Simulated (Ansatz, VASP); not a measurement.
## AlN: VASP beside Ansatz

Contents of INCAR:

```
PREC = Accurate
ENCUT = 600
EDIFF = 1E-6
ISMEAR = -1
SIGMA = 0.02
LREAL = F
LASPH = T
NELM = 120
ALGO = Normal
ISIF = 2
LWAVE = F
LCHARG = F
GGA = PS
NBANDS = 11
GGA_COMPAT = F
```

File KPOINTS:

```
regular mesh
0
Gamma
  8 8 8
```

Contents of POSCAR:

```
AlN
1.0
    0.0000000000      1.9690000000      1.9690000000
    1.9690000000      0.0000000000      1.9690000000
    1.9690000000      1.9690000000      0.0000000000
Al N
1 1
Direct
    0.0000000000      0.0000000000      0.0000000000
    0.5000000000      0.5000000000      0.5000000000
```

Input for Ansatz:

```yaml
crystal:
  lattice:
    - [0.0, 1.969, 1.969]
    - [1.969, 0.0, 1.969]
    - [1.969, 1.969, 0.0]
  atoms:
    - { symbol: Al, position: [0.0, 0.0, 0.0] }
    - { symbol: "N", position: [0.5, 0.5, 0.5] }
basis:
  ecutwfc: 520.0
kpoints:
  mp_grid:
    grid: [8, 8, 8]
hamiltonian:
  xc: pbesol
  pseudopotentials:
    kind: paw
scf:
  occupations:
    method: fermi_dirac
    width: 0.02
output:
  stress: true
```

Alike in both runs: task single point; functional PBEsol; k mesh 8 × 8 × 8; occupations fermi-dirac, width 0.02 eV; no spin polarisation.

|  | VASP | Ansatz |
| --- | --- | --- |
| version | VASP 6.6.1 | Ansatz 0.2.0 |
| potentials or method | VASP PAW PBE potentials, release 64 (Al, N), cutoff 600 eV | plane waves, PAW |
| valence electrons in the cell | 8 | 8 |

Ansatz gave:

| Quantity | Value |
| --- | --- |
| pressure (GPa) | 24.8 |

Q: Estimate VASP's values.

A: Pressure (GPa): 24.6.

VASP's potentials were made for PBE, not for PBEsol. With one functional, cell and mesh, what is left measures potentials, basis and numerics.
